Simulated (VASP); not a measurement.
Wanted: the native input for a VASP 6.6.1 run.

```
Task                   : single point
Functional             : PBE
Potentials or basis    : VASP PAW PBE potentials, release 64 (N, B)
Cutoff                 : 520 eV
k mesh                 : 12 × 12 × 4
Occupations            : fermi-dirac, width 0.05 eV
Spin                   : no spin polarisation
Dipole correction      : no
Further INCAR settings : ALGO = Normal; EDIFF = 1e-06; NBANDS = 16
```

The structure of BN lies in POSCAR:

```
BN
1.0
    2.5311153490      0.0000000000      0.0000000000
   -1.2655576745      2.1920101922      0.0000000000
    0.0000000000      0.0000000000      6.7230218559
N B
2 2
Direct
    0.6666666667      0.3333333333      0.2500000000
    0.3333333333      0.6666666667      0.7500000000
    0.6666666667      0.3333333333      0.7500000000
    0.3333333333      0.6666666667      0.2500000000
```

The input as run:

INCAR

```
PREC = Accurate ; ENCUT = 520
EDIFF = 1E-6 ; ISMEAR = -1
SIGMA = 0.05 ; LREAL = False
LASPH = True ; NELM = 80
ALGO = Normal ; ISIF = 2
LWAVE = False ; LCHARG = True
GGA = PE ; LELF = True
LVHAR = True ; NBANDS = 16
```

KPOINTS

```
Automatic mesh
0
Gamma
  12 12 4
```

Potentials or basis: VASP PAW PBE potentials, release 64 (N, B).

Run with:

```sh
$ cat potpaw_PBE.64/N/POTCAR potpaw_PBE.64/B/POTCAR > POTCAR
$ mpirun -np 1 vasp_std > vasp.out
```

Results of the run:

```json
{
  "Pressure": "-4.2 GPa",
  "Band gap on the k mesh": "4.24 eV, indirect (least direct gap 4.56 eV)"
}
```

Caveat: this functional lacks dispersion, which binds the layers, so the pressure and a relaxed spacing across them are unreliable.

Wall time 22 s on 1 thread of Intel(R) Xeon(R) Platinum 8488C (Sapphire Rapids), on a shared host, peak memory 0.16 GiB.
